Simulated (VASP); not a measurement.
# PbF2 (Fm-3m) in VASP: single point with PBE

Aim: the single point of PbF2 with PBE.

Everything below comes from runs of VASP 6.6.1. Logs are shortened: lines on timing, memory, paths and dates and some standing lists are left out, and cuts for length are marked.

### 1 The cell of the first run

It takes space group Fm-3m (No. 225, cubic). The conventional cell has a = 5.940 Å, b = 5.940 Å, c = 5.940 Å, α = 90.00°, β = 90.00°, γ = 90.00°. Pb (site symmetry m-3m) has 8 F at 2.57 Å within 3.4 Å. Within 3.4 Å of F (site symmetry -43m) lie 4 Pb at 2.57 Å and 6 F at 2.97 Å.

### 2 Single point, PBE

Contents of INCAR:

```
SYSTEM = PbF2
ALGO = Normal ; EDIFF = 1E-6
ENCUT = 520 ; GGA = PE
ISIF = 2 ; ISMEAR = 0
LASPH = .True. ; LCHARG = .True.
LELF = .True. ; LREAL = .False.
LVHAR = .True. ; LWAVE = .False.
NBANDS = 21 ; NELM = 100
PREC = Accurate ; SIGMA = 0.05
```

Contents of KPOINTS:

```
k-points
0
Gamma
  8 8 8
  0 0 0
```

Contents of POSCAR:

```
PbF2
1.0
    0.0000000000      2.9698500000      2.9698500000
    2.9698500000      0.0000000000      2.9698500000
    2.9698500000      2.9698500000      0.0000000000
Pb F
1 2
Direct
    0.0000000000      0.0000000000      0.0000000000
    0.2500000000      0.2500000000      0.2500000000
    0.7500000000      0.7500000000      0.7500000000
```

Potentials or basis: VASP PAW PBE potentials, release 64 (Pb_d, F).

On the command line:

```bash
$ cat potpaw_PBE.64/Pb_d/POTCAR potpaw_PBE.64/F/POTCAR > POTCAR
$ mpirun -np 1 vasp_std > vasp.out
```

OUTCAR:

```text
SYSTEM = PbF2
   EDIFF = 1E-6
   ENCUT = 520
   GGA = PE
   ISIF = 2
   ISMEAR = 0
   LASPH = .True.
   LREAL = .False.
   NELM = 100
   PREC = Accurate

 ion  position               nearest neighbor table
   1  0.000  0.000  0.000-   3 2.57   3 2.57   3 2.57   2 2.57   2 2.57   2 2.57   3 2.57   2 2.57

   2  0.250  0.250  0.250-   1 2.57   1 2.57   1 2.57   1 2.57
   3  0.750  0.750  0.750-   1 2.57   1 2.57   1 2.57   1 2.57

  LATTYP: Found a face centered cubic cell.
 ALAT       =     5.9397000000

  Lattice vectors:

 A1 = (   0.0000000000,   2.9698500000,   2.9698500000)
 A2 = (   2.9698500000,   0.0000000000,   2.9698500000)
 A3 = (   2.9698500000,   2.9698500000,   0.0000000000)

Analysis of symmetry for initial positions (statically):
=====================================================================
 Subroutine PRICEL returns:
 Original cell was already a primitive cell.

 Routine SETGRP: Setting up the symmetry group for a
 face centered cubic supercell.

 Subroutine GETGRP returns: Found 48 space group operations
 (whereof 48 operations were pure point group operations)
 out of a pool of 48 trial point group operations.

The static configuration has the point symmetry O_h .

Analysis of symmetry for dynamics (positions and initial velocities):
=====================================================================
 Subroutine PRICEL returns:
 Original cell was already a primitive cell.

 Routine SETGRP: Setting up the symmetry group for a
 face centered cubic supercell.

 Subroutine GETGRP returns: Found 48 space group operations
 (whereof 48 operations were pure point group operations)
 out of a pool of 48 trial point group operations.

The dynamic configuration has the point symmetry O_h .

 Subroutine INISYM returns: Found 48 space group operations
 (whereof 48 operations are pure point group operations),
 and found     1 'primitive' translations

----------------------------------------------------------------------------------------

                                     Primitive cell

  volume of cell :      52.3882

  direct lattice vectors                    reciprocal lattice vectors
     0.000000000  2.969850000  2.969850000    -0.168358671  0.168358671  0.168358671
     2.969850000  0.000000000  2.969850000     0.168358671 -0.168358671  0.168358671
     2.969850000  2.969850000  0.000000000     0.168358671  0.168358671 -0.168358671

  length of vectors
     4.200002148  4.200002148  4.200002148     0.291605773  0.291605773  0.291605773

  position of ions in fractional coordinates (direct lattice)
     0.000000000  0.000000000  0.000000000
     0.250000000  0.250000000  0.250000000
     0.750000000  0.750000000  0.750000000

  ion indices of the primitive-cell ions
   primitive index   ion index
                 1           1
                 2           2
                 3           3

----------------------------------------------------------------------------------------

 KPOINTS: k-points

Automatic generation of k-mesh.
 Grid dimensions read from file:
 generate k-points for:    8    8    8

 Generating k-lattice:

  Cartesian coordinates                     Fractional coordinates (reciprocal lattice)
    -0.021044834  0.021044834  0.021044834     0.125000000  0.000000000  0.000000000
     0.021044834 -0.021044834  0.021044834     0.000000000  0.125000000  0.000000000
     0.021044834  0.021044834 -0.021044834     0.000000000  0.000000000  0.125000000

  Length of vectors
     0.036450722  0.036450722  0.036450722

  Shift w.r.t. Gamma in fractional coordinates (k-lattice)
     0.000000000  0.000000000  0.000000000

 Subroutine IBZKPT returns following result:
 ===========================================

 Found     29 irreducible k-points:

 Following reciprocal coordinates:
            Coordinates               Weight
  0.000000  0.000000  0.000000      1.000000
  0.125000  0.000000  0.000000      8.000000
  0.250000  0.000000  0.000000      8.000000
  0.375000  0.000000  0.000000      8.000000
  0.500000  0.000000  0.000000      4.000000
  0.125000  0.125000  0.000000      6.000000
[... 16 lines left out ...]
  0.500000  0.250000  0.125000     48.000000
 -0.375000  0.250000  0.125000     24.000000
 [... further k-points ...]
   k-points           NKPTS =     29   k-points in BZ     NKDIM =     29   number of bands    NBANDS=     21
   number of dos      NEDOS =    301   number of ions     NIONS =      3
   total plane-waves  NPLWV =  32768
   dimension x,y,z NGX =    32 NGY =   32 NGZ =   32
   dimension x,y,z NGXF=    64 NGYF=   64 NGZF=   64
   ions per type =               1   2
   NGX,Y,Z   is equivalent  to a cutoff of  12.67, 12.67, 12.67 a.u.
   NGXF,Y,Z  is equivalent  to a cutoff of  25.33, 25.33, 25.33 a.u.
 SYSTEM =  PbF2
   PREC   = accura    normal or accurate (medium, high low for compatibility)
   ISTART =      0    job   : 0-new  1-cont  2-samecut
   ICHARG =      2    charge: 1-file 2-atom 10-const
   ISPIN  =      1    spin polarized calculation?
   LNONCOLLINEAR =      F non collinear calculations
   LSORBIT =      F    spin-orbit coupling
   LASPH  =      T    aspherical Exc in radial PAW
   ENCUT  =  520.0 eV  38.22 Ry    6.18 a.u.   7.81  7.81  7.81*2*pi/ulx,y,z
   NELM   =    100;   NELMIN=  2; NELMDL= -5     # of ELM steps
   EDIFF  = 0.1E-05   stopping-criterion for ELM
   LREAL  =      F    real-space projection
   EDIFFG = 0.1E-04   stopping-criterion for IOM
   NSW    =      0    number of steps for IOM
   IBRION =     -1    ionic relax: 0-MD 1-quasi-New 2-CG
   NFREE  =      0    steps in history (QN), initial steepest desc. (CG)
   ISIF   =      2    stress and relaxation
   ISYM   =      2    0-nonsym 1-usesym 2-fastsym
   POTIM  = 0.5000    time-step for ionic-motion
   TEBEG  =    0.0;   TEEND  =   0.0 temperature during run
   PSTRESS=    0.0 pullay stress
   NELECT =      28.0000    total number of electrons
   NUPDOWN=      -1.0000    fix difference up-down
   EMIN   =  10.00;   EMAX   =-10.00  energy-range for DOS
   EFERMI =   0.00;   METHOD = LEGACY
   ISMEAR =     0;   SIGMA  =   0.05  broadening in eV -4-tet -1-fermi 0-gaus
   EFERMI_NEDOS =   21; number of points for ismear=-14 and -15
   IALGO  =     38    algorithm
   IMIX   =      4    mixing-type and parameters
     AMIX     =   0.40;   BMIX     =  1.00
     AMIX_MAG =   1.60;   BMIX_MAG =  1.00
  volume/ion in A,a.u.               =      17.46       117.84
  Fermi-wavevector in a.u.,A,eV,Ry     =   1.328566  2.510625 24.015460  1.765086
  Thomas-Fermi vector in A             =   2.457794
   LORBIT       =      0    0 simple, 1 ext, 2 COOP (PROOUT), +10 PAW based schemes
   GGA     = PE    functional components
   LHFCALC =     F    Hartree Fock is set to
   AEXX    =    0.0000 exact exchange contribution
   IVDW    =     0    specifies the selected vdW correction
   LEPSILON=     F    determine dielectric tensor
   LRPA    =     F    only Hartree local field effects (RPA)
 non-spin polarized calculation
 Gauss-broadening in eV      SIGMA  =   0.05
  energy-cutoff  :      520.00
  volume of cell :       52.39
 maximum number of plane-waves:      1424
   NGX = 15   NGY = 15   NGZ = 15

 number of electron      28.0000010 magnetization

 Free energy of the ion-electron system (eV)
  ---------------------------------------------------
  ext. energy  EPLUGINS =         0.00000000
  ---------------------------------------------------
  free energy    TOTEN  =       -14.33923795 eV

  energy without entropy =      -14.33923795  energy(sigma->0) =      -14.33923795

 E-fermi :   2.0169     XC(G=0):  -9.3751

 val. band max:        1.8123564208   @ k =  -0.2500   0.5000   0.2500
 cond. band min:       6.2292538167   @ k =   0.5000   0.5000   0.0000
 fundamental gap:      4.4168973959
 Fermi energy:         2.0168626132

 k-point     1 :       0.0000    0.0000    0.0000
  band No.  band energies     occupation
      1     -19.2344      2.00000
      2     -18.6243      2.00000
      3     -12.6176      2.00000
      4     -12.6176      2.00000
      5     -12.6176      2.00000
      6     -12.5637      2.00000
[... 13 lines left out ...]
     20      16.9486      0.00000
     21      19.2788      0.00000

 k-point     2 :       0.1250    0.0000    0.0000
  band No.  band energies     occupation
      1     -19.2045      2.00000
      2     -18.6517      2.00000
      3     -12.6116      2.00000
      4     -12.6116      2.00000
      5     -12.5864      2.00000
      6     -12.5636      2.00000
[... 13 lines left out ...]
     20      16.5259      0.00000
     21      18.6980      0.00000

 k-point     3 :       0.2500    0.0000    0.0000
  band No.  band energies     occupation
      1     -19.1266      2.00000
      2     -18.7209      2.00000
      3     -12.6024      2.00000
      4     -12.6024      2.00000
      5     -12.5577      2.00000
      6     -12.5577      2.00000
[... 13 lines left out ...]
     20      15.9583      0.00000
     21      17.4668      0.00000

 k-point     4 :       0.3750    0.0000    0.0000
  band No.  band energies     occupation
      1     -19.0272      2.00000
      2     -18.8105      2.00000
      3     -12.6015      2.00000
      4     -12.6015      2.00000
      5     -12.5436      2.00000
      6     -12.5436      2.00000
[... 13 lines left out ...]
     20      15.6387      0.00000
     21      16.4304      0.00000

 k-point     5 :       0.5000    0.0000    0.0000
  band No.  band energies     occupation
      1     -18.9516      2.00000
      2     -18.8804      2.00000
      3     -12.6025      2.00000
      4     -12.6025      2.00000
      5     -12.5361      2.00000
      6     -12.5361      2.00000
[... 13 lines left out ...]
     20      15.5488      0.00000
     21      16.0248      0.00000
[... 382 lines left out ...]
     20      18.5066      0.00000
     21      19.0988      0.00000

 k-point    22 :       0.3750    0.2500    0.1250
  band No.  band energies     occupation
      1     -19.0721      2.00000
      2     -18.7668      2.00000
      3     -12.5840      2.00000
      4     -12.5793      2.00000
      5     -12.5686      2.00000
      6     -12.5401      2.00000
[... 13 lines left out ...]
     20      17.1017      0.00000
     21      17.9369      0.00000

 k-point    23 :       0.5000    0.2500    0.1250
  band No.  band energies     occupation
      1     -18.9926      2.00000
      2     -18.8355      2.00000
      3     -12.5839      2.00000
      4     -12.5755      2.00000
      5     -12.5514      2.00000
      6     -12.5186      2.00000
[... 13 lines left out ...]
     20      17.6551      0.00000
     21      18.2062      0.00000

 k-point    24 :      -0.3750    0.2500    0.1250
  band No.  band energies     occupation
      1     -18.9296      2.00000
      2     -18.8940      2.00000
      3     -12.5840      2.00000
      4     -12.5771      2.00000
      5     -12.5399      2.00000
      6     -12.5099      2.00000
[... 13 lines left out ...]
     20      17.8598      0.00000
     21      18.3361      0.00000

 [... further k-points ...]
[... 5 lines left out ...]
  --------------------------------------------------------------------------------------
  -------------------------------------------------------------------------------------
  Total        0.6518463      0.6518463      0.6518463      0.0000000      0.0000000      0.0000000
  in kB       19.9352744     19.9352744     19.9352744      0.0000000      0.0000000      0.0000000
  external PRESSURE =      19.9352744 kB  Pullay stress =       0.0000000 kB

 VOLUME and BASIS-vectors are now :
 -----------------------------------------------------------------------------
  energy-cutoff  :      520.00
  volume of cell :       52.39
      direct lattice vectors                 reciprocal lattice vectors
     0.000000000  2.969850000  2.969850000    -0.168358671  0.168358671  0.168358671
     2.969850000  0.000000000  2.969850000     0.168358671 -0.168358671  0.168358671
     2.969850000  2.969850000  0.000000000     0.168358671  0.168358671 -0.168358671

 POSITION                                       TOTAL-FORCE (eV/Angst)
 -----------------------------------------------------------------------------------
      0.00000      0.00000      0.00000        -0.000000      0.000000     -0.000000
      1.48493      1.48493      1.48493         0.000000     -0.000000     -0.000000
      4.45477      4.45477      4.45477        -0.000000      0.000000      0.000000
 -----------------------------------------------------------------------------------
    total drift:                                0.000000     -0.000000      0.000000

  FREE ENERGIE OF THE ION-ELECTRON SYSTEM (eV)
  ---------------------------------------------------
  free  energy   TOTEN  =       -14.3392379500 eV

  energy  without entropy=      -14.3392379499  energy(sigma->0) =      -14.33923795
```

Run time: 19 s. Hardware: 1 thread of Intel Xeon Platinum 8259CL at 2.50GHz (Skylake/Cascade Lake), shared host; peak memory 0.19 GiB.

What came out:

```yaml
Free_energy: -14.3392 eV
Pressure: 2.0 GPa
Band_gap_on_the_k_mesh: 4.42 eV, indirect (least direct gap 4.56 eV)
```

Levels at points of the mesh, in eV from the valence-band top:
```tsv
k point	band 12	band 13	band 14	band 15	band 16	band 17
(0.00, 0.00, 0.00)	-1.94	-1.94	-1.94	6.77	6.77	6.77
(0.50, 0.00, 0.00)	-2.11	-2.11	-0.03	5.03	7.65	7.65
(0.50, 0.50, 0.00)	-1.52	-1.52	-0.15	4.42	7.88	7.88
```

Caveat: spin-orbit coupling is left out, which moves the levels of the heavy elements.
